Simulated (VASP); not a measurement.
# GaN (F-43m) in VASP: a series of runs, part 2 of 2

VASP 6.6.1. Earlier steps stand in the parts before.

**3. Relaxation of cell and atoms, PBE**

The input, INCAR:

```
SYSTEM = GaN
PREC = Accurate
ENCUT = 600
EDIFF = 1E-6
ISMEAR = 0
SIGMA = 0.01
LREAL = .False.
LASPH = .True.
NELM = 100
ALGO = Normal
ISIF = 3
LWAVE = .False.
LCHARG = .False.
GGA = PE
IBRION = 2
NSW = 80
EDIFFG = -0.001
```

The input, KPOINTS:

```
Automatic mesh
0
Gamma
  10 10 10
  0 0 0
```

The input, POSCAR:

```
GaN
1.0
    0.0000000000      2.2742384940      2.2742384940
    2.2742384940      0.0000000000      2.2742384940
    2.2742384940      2.2742384940      0.0000000000
Ga N
1 1
Direct
    0.0000000000      0.0000000000      0.0000000000
    0.7500000000      0.7500000000      0.7500000000
```

Potentials or basis: VASP PAW PBE potentials, release 64 (Ga_d, N).

Started as:

```bash
> cat potpaw_PBE.64/Ga_d/POTCAR potpaw_PBE.64/N/POTCAR > POTCAR
> mpirun -np 1 vasp_std > vasp.out
```

OUTCAR:

```text
SYSTEM = GaN
   PREC = Accurate
   ENCUT = 600
   EDIFF = 1E-6
   ISMEAR = 0
   LREAL = .False.
   LASPH = .True.
   NELM = 100
   ISIF = 3
   GGA = PE
   IBRION = 2
   NSW = 80
   EDIFFG = -0.001

 ion  position               nearest neighbor table
   1  0.000  0.000  0.000-   2 1.97   2 1.97   2 1.97   2 1.97
   2  0.750  0.750  0.750-   1 1.97   1 1.97   1 1.97   1 1.97

  LATTYP: Found a face centered cubic cell.
 ALAT       =     4.5484769880

  Lattice vectors:

 A1 = (   0.0000000000,   2.2742384940,   2.2742384940)
 A2 = (   2.2742384940,   0.0000000000,   2.2742384940)
 A3 = (   2.2742384940,   2.2742384940,   0.0000000000)

Analysis of symmetry for initial positions (statically):
[... 405 lines left out ...]
 fundamental gap:      1.5495057097
 Fermi energy:         5.0662511811

 k-point     1 :       0.0000    0.0000    0.0000
  band No.  band energies     occupation
      1     -10.7157      2.00000
      2      -8.4322      2.00000
      3      -8.4322      2.00000
      4      -8.4322      2.00000
      5      -8.1390      2.00000
      6      -8.1390      2.00000
      7       4.9907      2.00000
      8       4.9907      2.00000
      9       4.9907      2.00000
     10       6.5402      0.00000
     11      15.1227      0.00000
     12      15.1227      0.00000
     13      15.1227      0.00000
[... 354 lines left out ...]
  band No.  band energies     occupation
      1      -9.8370      2.00000
      2      -8.3083      2.00000
      3      -8.2256      2.00000
      4      -8.2255      2.00000
      5      -8.0831      2.00000
      6      -7.1826      2.00000
      7       0.0303      2.00000
      8       2.6014      2.00000
      9       2.9157      2.00000
     10       9.4060      0.00000
     11      11.9386      0.00000
     12      15.6637      0.00000
     13      17.6094      0.00000

 [... further k-points ...]
[... 5 lines left out ...]
  --------------------------------------------------------------------------------------
  -------------------------------------------------------------------------------------
  Total       -0.0001953     -0.0001953     -0.0001953      0.0000000      0.0000000      0.0000000
  in kB       -0.0133022     -0.0133022     -0.0133022      0.0000000      0.0000000      0.0000000
  external PRESSURE =      -0.0133022 kB  Pullay stress =       0.0000000 kB
[... 17 lines left out ...]
  FREE ENERGIE OF THE ION-ELECTRON SYSTEM (eV)
  ---------------------------------------------------
  free  energy   TOTEN  =       -12.1550568007 eV

  energy  without entropy=      -12.1550568007  energy(sigma->0) =      -12.15505680

 reached required accuracy - stopping structural energy minimisation
```

Run time: 56 s. Hardware: 1 thread of Intel Xeon Platinum 8375C at 2.90GHz (Ice Lake), shared host; peak memory 0.16 GiB.

What came out:

| Item | Value |
| --- | --- |
| Free energy | -12.1551 eV |
| Relaxed volume | 11.76 Å³/atom |
| Relaxed cell | a = 3.216 Å, b = 3.216 Å, c = 3.216 Å, α = 60.00°, β = 60.00°, γ = 60.00° |
| Space group after relaxing (to 0.05 Å) | F-43m (No. 216) |
| Energy gained by relaxing | 0.0 meV/atom |
| Ionic steps | 7 |
| Pressure after relaxing | 0.0 GPa |
| Band gap on the k mesh | 1.55 eV, direct |

Final structure:
```cif
data_structure
_symmetry_space_group_name_H-M 'P 1'
_symmetry_Int_Tables_number 1
_cell_length_a 3.2159
_cell_length_b 3.2159
_cell_length_c 3.2159
_cell_angle_alpha 60.000
_cell_angle_beta 60.000
_cell_angle_gamma 60.000
_cell_volume 23.52
loop_
_atom_site_label
_atom_site_type_symbol
_atom_site_fract_x
_atom_site_fract_y
_atom_site_fract_z
_atom_site_occupancy
Ga1 Ga 0.00000 0.00000 0.00000 1
N1 N 0.75000 0.75000 0.75000 1
```

Levels at points of the mesh, in eV from the valence-band top:
| k point | band 6 | band 7 | band 8 | band 9 | band 10 | band 11 | band 12 | band 13 |
| --- | --- | --- | --- | --- | --- | --- | --- | --- |
| (0.00, 0.00, 0.00) | -13.13 | 0.00 | 0.00 | 0.00 | 1.55 | 10.13 | 10.13 | 10.13 |
| (0.50, 0.00, 0.00) | -11.88 | -6.86 | -0.93 | -0.93 | 4.45 | 8.59 | 10.22 | 10.22 |
| (0.50, 0.50, 0.00) | -11.45 | -6.01 | -2.61 | -2.61 | 3.34 | 6.50 | 11.52 | 13.68 |

**4. Relaxation of cell and atoms, PBE, target pressure 4 GPa, at which the enthalpy is minimised**

The input, INCAR:

```
ALGO = Normal
EDIFF = 1E-6
EDIFFG = -0.001
ENCUT = 600
GGA = PE
IBRION = 2
ISIF = 3
ISMEAR = 0
LASPH = T
LCHARG = F
LREAL = F
LWAVE = F
NELM = 80
NSW = 80
PREC = Accurate
PSTRESS = 40.0
SIGMA = 0.01
```

The input, KPOINTS:

```
k-points
0
Gamma
  10 10 10
```

POSCAR is that of step 3.

Started as:

```bash
> cat potpaw_PBE.64/Ga_d/POTCAR potpaw_PBE.64/N/POTCAR > POTCAR
> mpirun -np 1 vasp_std > vasp.out
```

Run time: 2.6 min. Hardware: 1 thread of Intel Xeon Platinum 8375C at 2.90GHz (Ice Lake), shared host; peak memory 0.17 GiB.

It converged, with:

| Item | Value |
| --- | --- |
| Free energy | -12.1487 eV |
| Relaxed volume | 11.50 Å³/atom |
| Relaxed cell | a = 3.192 Å, b = 3.192 Å, c = 3.192 Å, α = 60.00°, β = 60.00°, γ = 60.00° |
| Space group after relaxing (to 0.05 Å) | F-43m (No. 216) |
| Energy change on relaxing (the enthalpy is what falls) | +3.2 meV/atom |
| Ionic steps | 16 |
| Pressure after relaxing | 4.0 GPa |
| Band gap on the k mesh | 1.69 eV, direct |

The path:
| step | energy change (eV) | largest force (eV/Å) | pressure (GPa) | volume (Å³) |
| --- | --- | --- | --- | --- |
| 1 | 0.0000 | 0.0000 | -0.06 | 23.53 |
| 2 | 0.0241 | 0.0000 | 7.92 | 22.52 |
| 3 | 0.0062 | 0.0000 | 3.58 | 23.00 |
| 4 | 0.0074 | 0.0000 | 4.41 | 22.96 |
| 5 | 0.0068 | 0.0000 | 4.13 | 22.98 |
| 6 | 0.0065 | 0.0000 | 4.03 | 22.99 |
| 7 | 0.0063 | 0.0000 | 3.98 | 23.00 |
| 8 | 0.0064 | 0.0000 | 4.12 | 22.99 |
| 9 | 0.0064 | 0.0000 | 3.92 | 23.00 |
| 10 | 0.0064 | 0.0000 | 3.98 | 23.00 |
| 11 | 0.0064 | 0.0000 | 4.03 | 23.00 |
| 12 | 0.0064 | 0.0000 | 4.02 | 23.00 |
| 13 | 0.0063 | 0.0000 | 3.87 | 23.00 |
| 14 | 0.0064 | 0.0000 | 4.10 | 23.00 |
| 15 | 0.0063 | 0.0000 | 4.04 | 23.00 |
| 16 | 0.0063 | 0.0000 | 3.99 | 23.00 |

Final structure:
```
CELL_PARAMETERS angstrom
0.00000 2.25713 2.25713
2.25713 0.00000 2.25713
2.25713 2.25713 0.00000
ATOMIC_POSITIONS crystal
Ga 0.00000 0.00000 0.00000
N 0.75000 0.75000 0.75000
```

Levels at points of the mesh, in eV from the valence-band top:
```tsv
k point	band 7	band 8	band 9	band 10	band 11	band 12
(0.00, 0.00, 0.00)	0.00	0.00	0.00	1.69	10.27	10.27
(0.50, 0.00, 0.00)	-7.00	-0.96	-0.96	4.61	8.70	10.34
(0.50, 0.50, 0.00)	-6.10	-2.68	-2.68	3.35	6.63	11.67
```

Caveat: the cell is relaxed towards a set pressure, so the enthalpy falls and the energy may rise.

**5. Single point, PBE**

The input, INCAR:

```
SYSTEM = GaN
PREC     = Accurate       ! precision mode
ENCUT    = 520            ! plane-wave cutoff, eV
EDIFF    = 1E-6           ! SCF threshold, eV
ISMEAR   = 0              ! smearing method
SIGMA    = 0.05           ! smearing width, eV
LREAL    = .False.        ! projectors in reciprocal space
LASPH    = .True.         ! aspherical terms in the spheres
NELM     = 80             ! most SCF steps
ALGO     = Normal         ! electronic algorithm
ISIF     = 2              ! what is computed and relaxed
LWAVE    = .False.        ! write WAVECAR
LCHARG   = .False.        ! write CHGCAR
GGA      = PE             ! functional
NBANDS   = 16             ! bands
```

The input, KPOINTS:

```
Automatic mesh
0
Gamma
  8 8 8
  0 0 0
```

POSCAR is that of step 4.

Started as:

```bash
> cat potpaw_PBE.64/Ga_d/POTCAR potpaw_PBE.64/N/POTCAR > POTCAR
> mpirun -np 1 vasp_std > vasp.out
```

Wall time 22 s (1 thread of AMD EPYC 7R13, shared host); peak memory 0.11 GiB.

It converged, with:

```yaml
Free_energy: -12.1531 eV
Pressure: 0.1 GPa
Band_gap_on_the_k_mesh: 1.55 eV, direct
```

Levels at points of the mesh, in eV from the valence-band top:
```
           k point  band 5  band 6  band 7  band 8  band 9  band 10  band 11  band 12  band 13  band 14
(0.00, 0.00, 0.00)  -13.13  -13.13    0.00    0.00    0.00     1.55    10.13    10.13    10.13    17.23
(0.50, 0.00, 0.00)  -13.09  -11.88   -6.86   -0.93   -0.93     4.45     8.59    10.22    10.22    15.40
(0.50, 0.50, 0.00)  -13.06  -11.45   -6.01   -2.61   -2.61     3.34     6.50    11.52    13.67    13.67
```

PBE gaps usually lie below the measured ones, often by a third to a half.

**6. The runs side by side**

| task | cell | k mesh | cutoff (eV) | smearing | gap on the mesh (eV) | pressure (GPa) |
| --- | --- | --- | --- | --- | --- | --- |
| single point | as given | 10 × 10 × 10 | 520 | gaussian 0.01 eV | 1.55 | 0.1 |
| relaxation of cell and atoms | relaxed | 10 × 10 × 10 | 600 | gaussian 0.01 eV | 1.55 | 0.0 |
| relaxation of cell and atoms | relaxed to 4 GPa | 10 × 10 × 10 | 600 | gaussian 0.01 eV | 1.69 | 4.0 |
| single point | as given | 8 × 8 × 8 | 520 | gaussian 0.05 eV | 1.55 | 0.1 |

Alike in all rows: level PBE; potentials or basis VASP PAW PBE potentials, release 64 (Ga_d, N); no spin polarisation.

Caveats: the cell is relaxed towards a set pressure, so the enthalpy falls and the energy may rise (some runs).

Total energies depend on the potentials used, so only differences within one code and one set of settings carry meaning.
